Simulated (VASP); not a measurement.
# NaPtN (P4/nmm) in VASP: further runs

Runs on NaPtN. Level: PBEsol. Tasks: single point, relaxation of cell and atoms.

Program: VASP 6.6.1. These are calculated values, not measurements. Logs are shortened: lines on timing, memory, paths and dates and some standing lists are left out, and cuts for length are marked.

## 1. The cell of the first run

The structure is tetragonal, space group P4/nmm (No. 129). Conventional cell: a = 4.029 Å, b = 4.029 Å, c = 5.625 Å, α = 90.00°, β = 90.00°, γ = 90.00°. Within 3.5 Å of Na (site symmetry 4mm) lie 6 Pt at 2.66 to 3.24 Å and 4 N at 2.91 Å and 4 Na at 3.18 Å. Within 2.8 Å of Pt (site symmetry 4mm) lie 4 N at 2.09 Å and 1 Na at 2.66 Å. N (site symmetry -4m2) has 4 Pt at 2.09 Å within 2.8 Å.

## 2. Single point, PBEsol

INCAR reads:

```
PREC = Accurate
ENCUT = 600
EDIFF = 1E-6
ISMEAR = -1
SIGMA = 0.03
LREAL = False
LASPH = True
NELM = 120
ALGO = Normal
ISIF = 2
LWAVE = False
LCHARG = False
GGA = PS
NBANDS = 31
GGA_COMPAT = False
```

KPOINTS reads:

```
Automatic mesh
0
Gamma
  6 6 4
```

POSCAR reads:

```
NaPtN
1.0
    4.0288784941      0.0000000000      0.0000000000
    0.0000000000      4.0288784941      0.0000000000
    0.0000000000      0.0000000000      5.6245184068
Na Pt N
2 2 2
Direct
    0.0000000000      0.5000000000      0.6265609896
    0.5000000000      0.0000000000      0.3734390104
    0.5000000000      0.0000000000      0.9000285655
    0.0000000000      0.5000000000      0.0999714345
    0.5000000000      0.5000000000      0.0000000000
    0.0000000000      0.0000000000      0.0000000000
```

Potentials or basis: VASP PAW PBE potentials, release 64 (Na_pv, Pt, N).

The run is started by

```
$ cat potpaw_PBE.64/Na_pv/POTCAR potpaw_PBE.64/Pt/POTCAR potpaw_PBE.64/N/POTCAR > POTCAR
$ mpirun -np 1 vasp_std > vasp.out
```

OUTCAR:

```text
PREC = Accurate
   ENCUT = 600
   EDIFF = 1E-6
   ISMEAR = -1
   LREAL = False
   LASPH = True
   NELM = 120
   ISIF = 2
   GGA = PS

 ion  position               nearest neighbor table
   1  0.000  0.500  0.627-   4 2.66   4 2.96
   2  0.500  0.000  0.373-   3 2.66   3 2.96
   3  0.500  0.000  0.900-   5 2.09   6 2.09   5 2.09   6 2.09   2 2.66   2 2.96   4 3.06   4 3.06
                             4 3.06   4 3.06
   4  0.000  0.500  0.100-   5 2.09   6 2.09   6 2.09   5 2.09   1 2.66   1 2.96   3 3.06   3 3.06
                             3 3.06   3 3.06
   5  0.500  0.500  0.000-   3 2.09   4 2.09   3 2.09   4 2.09
   6  0.000  0.000  0.000-   3 2.09   4 2.09   4 2.09   3 2.09

  LATTYP: Found a simple tetragonal cell.
 ALAT       =     4.0288784941
 C/A-ratio  =     1.3960506416

  Lattice vectors:

 A1 = (   4.0288784941,   0.0000000000,   0.0000000000)
 A2 = (   0.0000000000,   4.0288784941,   0.0000000000)
 A3 = (   0.0000000000,   0.0000000000,   5.6245184068)

Analysis of symmetry for initial positions (statically):
=====================================================================
 Subroutine PRICEL returns:
 Original cell was already a primitive cell.

 Routine SETGRP: Setting up the symmetry group for a
 simple tetragonal supercell.

 Subroutine GETGRP returns: Found 16 space group operations
 (whereof  8 operations were pure point group operations)
 out of a pool of 16 trial point group operations.

The static configuration has the point symmetry D_2d.
 The point group associated with its full space group is D_4h.

Analysis of symmetry for dynamics (positions and initial velocities):
=====================================================================
 Subroutine PRICEL returns:
 Original cell was already a primitive cell.

 Routine SETGRP: Setting up the symmetry group for a
 simple tetragonal supercell.

 Subroutine GETGRP returns: Found 16 space group operations
 (whereof  8 operations were pure point group operations)
 out of a pool of 16 trial point group operations.

The dynamic configuration has the point symmetry D_2d.
 The point group associated with its full space group is D_4h.

 Subroutine INISYM returns: Found 16 space group operations
 (whereof  8 operations are pure point group operations),
 and found     1 'primitive' translations

----------------------------------------------------------------------------------------

[... 96 lines left out ...]
   LSORBIT =      F    spin-orbit coupling
   LASPH  =      T    aspherical Exc in radial PAW
   ENCUT  =  600.0 eV  44.10 Ry    6.64 a.u.   8.05  8.05 11.23*2*pi/ulx,y,z
   NELM   =    120;   NELMIN=  2; NELMDL= -5     # of ELM steps
   EDIFF  = 0.1E-05   stopping-criterion for ELM
   LREAL  =      F    real-space projection
   EDIFFG = 0.1E-04   stopping-criterion for IOM
   NSW    =      0    number of steps for IOM
   IBRION =     -1    ionic relax: 0-MD 1-quasi-New 2-CG
   NFREE  =      0    steps in history (QN), initial steepest desc. (CG)
   ISIF   =      2    stress and relaxation
   ISYM   =      2    0-nonsym 1-usesym 2-fastsym
   POTIM  = 0.5000    time-step for ionic-motion
   TEBEG  =    0.0;   TEEND  =   0.0 temperature during run
   PSTRESS=    0.0 pullay stress
   NELECT =      44.0000    total number of electrons
   NUPDOWN=      -1.0000    fix difference up-down
   EMIN   =  10.00;   EMAX   =-10.00  energy-range for DOS
   EFERMI =   0.00;   METHOD = LEGACY
   ISMEAR =    -1;   SIGMA  =   0.03  broadening in eV -4-tet -1-fermi 0-gaus
   EFERMI_NEDOS =   21; number of points for ismear=-14 and -15
   IALGO  =     38    algorithm
   IMIX   =      4    mixing-type and parameters
     AMIX     =   0.40;   BMIX     =  1.00
     AMIX_MAG =   1.60;   BMIX_MAG =  1.00
  volume/ion in A,a.u.               =      15.22       102.68
  Fermi-wavevector in a.u.,A,eV,Ry     =   1.283535  2.425530 22.415094  1.647463
  Thomas-Fermi vector in A             =   2.415782
   LORBIT       =      0    0 simple, 1 ext, 2 COOP (PROOUT), +10 PAW based schemes
   GGA     = PS    functional components
   LHFCALC =     F    Hartree Fock is set to
   AEXX    =    0.0000 exact exchange contribution
   IVDW    =     0    specifies the selected vdW correction
   LEPSILON=     F    determine dielectric tensor
   LRPA    =     F    only Hartree local field effects (RPA)
 non-spin polarized calculation
  energy-cutoff  :      600.00
  volume of cell :       91.30
 maximum number of plane-waves:      3096
   NGX = 17   NGY = 17   NGZ = 23

 number of electron      43.9999978 magnetization

 Free energy of the ion-electron system (eV)
  ---------------------------------------------------
  ext. energy  EPLUGINS =         0.00000000
  ---------------------------------------------------
  free energy    TOTEN  =       -31.83550088 eV

  energy without entropy =      -31.83000146  energy(sigma->0) =      -31.83275117

 E-fermi :   5.3954     XC(G=0): -10.3931

 val. band max:        5.3771273947   @ k =   0.5000   0.0000   0.0000
 cond. band min:       5.4740478609   @ k =   0.1667   0.1667   0.0000
 fundamental gap:      0.0969204662
 Fermi energy:         5.3954149165

 k-point     1 :       0.0000    0.0000    0.0000
  band No.  band energies     occupation
      1     -19.0306      2.00000
      2     -19.0306      2.00000
      3     -19.0054      2.00000
      4     -18.9837      2.00000
      5     -18.9708      2.00000
      6     -18.9708      2.00000
[... 805 lines left out ...]
     30      14.0100      0.00000
     31      14.1200      0.00000

 [... further k-points ...]
[... 5 lines left out ...]
  --------------------------------------------------------------------------------------
  -------------------------------------------------------------------------------------
  Total        0.0760257      0.0760257     -0.0146820      0.0000000     -0.0000000     -0.0000000
  in kB        1.3341896      1.3341896     -0.2576571      0.0000000     -0.0000000     -0.0000000
  external PRESSURE =       0.8035740 kB  Pullay stress =       0.0000000 kB

 VOLUME and BASIS-vectors are now :
 -----------------------------------------------------------------------------
  energy-cutoff  :      600.00
  volume of cell :       91.30
      direct lattice vectors                 reciprocal lattice vectors
     4.028878494  0.000000000  0.000000000     0.248208031  0.000000000  0.000000000
     0.000000000  4.028878494  0.000000000     0.000000000  0.248208031  0.000000000
     0.000000000  0.000000000  5.624518407     0.000000000  0.000000000  0.177793000

 POSITION                                       TOTAL-FORCE (eV/Angst)
 -----------------------------------------------------------------------------------
      0.00000      2.01444      3.52410         0.000000     -0.000000     -0.004294
      2.01444      0.00000      2.10041        -0.000000     -0.000000      0.004294
      2.01444      0.00000      5.06223         0.000000     -0.000000     -0.017890
      0.00000      2.01444      0.56229         0.000000      0.000000      0.017890
      2.01444      2.01444      0.00000        -0.000000      0.000000      0.000000
      0.00000      0.00000      0.00000         0.000000     -0.000000      0.000000
 -----------------------------------------------------------------------------------
    total drift:                                0.000000      0.000000     -0.000000

  FREE ENERGIE OF THE ION-ELECTRON SYSTEM (eV)
  ---------------------------------------------------
  free  energy   TOTEN  =       -31.8355008796 eV

  energy  without entropy=      -31.8300014591  energy(sigma->0) =      -31.83275117
```

stdout:

```text
POSCAR found type information on POSCAR NaPtN
 POSCAR found :  3 types and       6 ions
 scaLAPACK will be used
 -----------------------------------------------------------------------------
|                                                                             |
|                                                                             |
|     You enforced a specific xc type in the INCAR file but a different       |
|     I HOPE YOU KNOW WHAT YOU ARE DOING!                                     |
|                                                                             |
 -----------------------------------------------------------------------------

 LDA part: xc-table for (Slater+PW92), standard interpolation
 POSCAR, INCAR and KPOINTS ok, starting setup
 FFT: planning ... GRIDC
 FFT: planning ... GRID_SOFT
 FFT: planning ... GRID
 WAVECAR not read
 entering main loop
```

It took 31 s on 1 thread of Intel Xeon 6975P-C (Granite Rapids), shared host; peak memory 0.27 GiB.

What came out:

```
Free energy            : -31.8355 eV
Pressure               : 0.1 GPa
Largest force          : 0.018 eV/Å
Band gap on the k mesh : zero (band 22 reaches 5.38 eV, above the bottom of band 23 at 5.19 eV)
```

Forces in eV/Å, atoms in the order of the input:
```
Na   0.000  0.000 -0.004
Na   0.000  0.000  0.004
Pt   0.000  0.000 -0.018
Pt   0.000  0.000  0.018
N    0.000  0.000  0.000
N    0.000  0.000  0.000
```

Levels at points of the mesh, in eV from the Fermi level:
```tsv
k point	band 20	band 21	band 22	band 23	band 24	band 25
(0.00, 0.00, 0.00)	-0.86	-0.44	-0.44	-0.21	0.75	1.20
(0.50, 0.00, 0.00)	-2.21	-0.02	-0.02	1.40	1.40	1.93
(0.50, 0.50, 0.00)	-1.32	-0.43	-0.43	2.72	2.72	2.87
(0.00, 0.00, 0.50)	-0.75	-0.50	-0.50	0.76	1.16	1.68
(0.50, 0.00, 0.50)	-1.98	-0.04	-0.04	0.88	0.88	2.24
(0.50, 0.50, 0.50)	-1.40	-0.43	-0.43	1.89	1.89	3.50
```

Caveat: the PAW data sets were made with another functional, which shifts forces and pressure a little; spin-orbit coupling is left out, which moves the levels of the heavy elements.

## 3. Relaxation of cell and atoms, PBEsol

This run uses another cell than the first one, of 12.62 Å³/atom, 0.829 times its volume.

INCAR reads:

```
PREC = Accurate
ENCUT = 600
EDIFF = 1E-7
ISMEAR = -1
SIGMA = 0.03
LREAL = F
LASPH = T
NELM = 120
ALGO = Normal
ISIF = 3
LWAVE = F
LCHARG = F
GGA = PS
IBRION = 2
NSW = 100
EDIFFG = -0.01
GGA_COMPAT = F
NELMIN = 4
```

KPOINTS reads:

```
regular mesh
0
Gamma
  6 6 4
```

POSCAR reads:

```
NaPtN
1.0
    3.5004643200      0.0000000000      0.0000000000
    0.0000000000      3.5004643200      0.0000000000
    0.0000000000      0.0000000000      6.1789131900
Na Pt N
2 2 2
Direct
    0.0000000000      0.5000000000      0.8048321900
    0.5000000000      0.0000000000      0.1951678100
    0.5000000000      0.0000000000      0.6450958200
    0.0000000000      0.5000000000      0.3549041800
    0.5000000000      0.5000000000      0.0000000000
    0.0000000000      0.0000000000      0.0000000000
```

Potentials or basis: VASP PAW PBE potentials, release 64 (Na_pv, Pt, N).

The run is started by

```
$ cat potpaw_PBE.64/Na_pv/POTCAR potpaw_PBE.64/Pt/POTCAR potpaw_PBE.64/N/POTCAR > POTCAR
$ mpirun -np 1 vasp_std > vasp.out
```

Run time: 19 min. Hardware: 1 thread of Intel Xeon 6975P-C (Granite Rapids), shared host; peak memory 0.26 GiB.

Results (log left out):

```yaml
Free_energy: -31.8206 eV
Relaxed_volume: 15.22 Å³/atom
Relaxed_cell: a = 4.029 Å, b = 4.029 Å, c = 5.627 Å, α = 90.00°, β = 90.00°, γ = 90.00°
Space_group_after_relaxing_to_0.05_Å: P4/nmm (No. 129)
Energy_gained_by_relaxing: 1323.9 meV/atom
Ionic_steps: 57
Pressure_after_relaxing: -0.1 GPa
Largest_force_after_relaxing: 0.004 eV/Å
Band_gap_on_the_k_mesh: zero (band 22 reaches 5.38 eV, above the bottom of band 23 at 5.18 eV)
```

Forces on the atoms (eV/Å):
```
Na   0.000  0.000 -0.003
Na   0.000  0.000  0.003
Pt   0.000  0.000 -0.004
Pt   0.000  0.000  0.004
N    0.000  0.000  0.000
N    0.000  0.000  0.000
```

The path:
```csv
step,energy change (eV),largest force (eV/Å),pressure (GPa),volume (Å³)
1,0.0000,1.0351,4.48,75.71
3,-0.3665,0.9088,-3.95,81.12
5,-0.3533,5.8989,12.83,71.43
7,-0.7642,4.4066,4.78,74.42
9,-0.8381,4.0489,3.44,75.02
11,-1.0666,4.4016,8.67,72.60
13,-1.7529,2.3939,8.61,73.19
15,-1.8977,1.7326,10.51,73.54
17,-2.6592,1.5040,1.10,78.64
19,-3.3456,2.1848,-4.94,85.96
21,-5.8781,2.0708,26.90,81.12
23,-6.1824,1.7685,29.08,82.75
25,-6.2100,1.9982,30.77,83.45
27,-7.1961,0.9492,15.51,89.83
29,-7.7303,0.2258,-0.81,100.55
31,-7.7338,0.2139,-1.20,100.87
33,-7.7585,0.2436,-1.10,100.47
35,-7.7635,0.4007,-1.05,100.24
37,-7.8082,0.5257,0.19,97.66
39,-7.8088,0.8866,8.69,86.39
41,-7.8655,0.7913,3.90,91.59
43,-7.9118,0.4363,3.19,90.22
45,-7.9252,0.1478,2.82,89.16
47,-7.9316,0.1144,2.14,89.55
49,-7.9400,0.1169,0.20,91.18
51,-7.9412,0.0838,0.13,91.20
53,-7.9422,0.0844,0.02,91.25
55,-7.9431,0.0053,0.02,91.30
57,-7.9431,0.0036,-0.07,91.32
```

Final structure:
```yaml
crystal:
  lattice:
    - [4.02865, 0.00000, 0.00000]
    - [0.00000, 4.02865, 0.00000]
    - [0.00000, 0.00000, 5.62686]
  atoms:
    - { symbol: Na, position: [0.00000, 0.50000, 0.62670] }
    - { symbol: Na, position: [0.50000, 0.00000, 0.37330] }
    - { symbol: Pt, position: [0.50000, 0.00000, 0.89989] }
    - { symbol: Pt, position: [0.00000, 0.50000, 0.10011] }
    - { symbol: N, position: [0.50000, 0.50000, 0.00000] }
    - { symbol: N, position: [0.00000, 0.00000, 0.00000] }
```

Levels at points of the mesh, in eV from the Fermi level:
```csv
k point,band 18,band 19,band 20,band 21,band 22,band 23,band 24,band 25,band 26
"(0.00, 0.00, 0.00)",-1.75,-0.86,-0.86,-0.44,-0.44,-0.21,0.74,1.21,4.80
"(0.50, 0.00, 0.00)",-2.27,-2.21,-2.21,-0.02,-0.02,1.40,1.40,1.92,1.92
"(0.50, 0.50, 0.00)",-2.76,-1.33,-1.33,-0.44,-0.44,2.72,2.72,2.87,2.87
"(0.00, 0.00, 0.50)",-1.76,-0.75,-0.75,-0.50,-0.50,0.76,1.17,1.68,2.18
"(0.50, 0.00, 0.50)",-2.19,-1.98,-1.98,-0.04,-0.04,0.88,0.88,2.24,2.24
"(0.50, 0.50, 0.50)",-2.57,-1.40,-1.40,-0.44,-0.44,1.89,1.89,3.50,3.50
```

Caveat: the volume moved by over 15 % at a fixed basis, so the end points are rough; the PAW data sets were made with another functional, which shifts forces and pressure a little; spin-orbit coupling is left out, which moves the levels of the heavy elements.
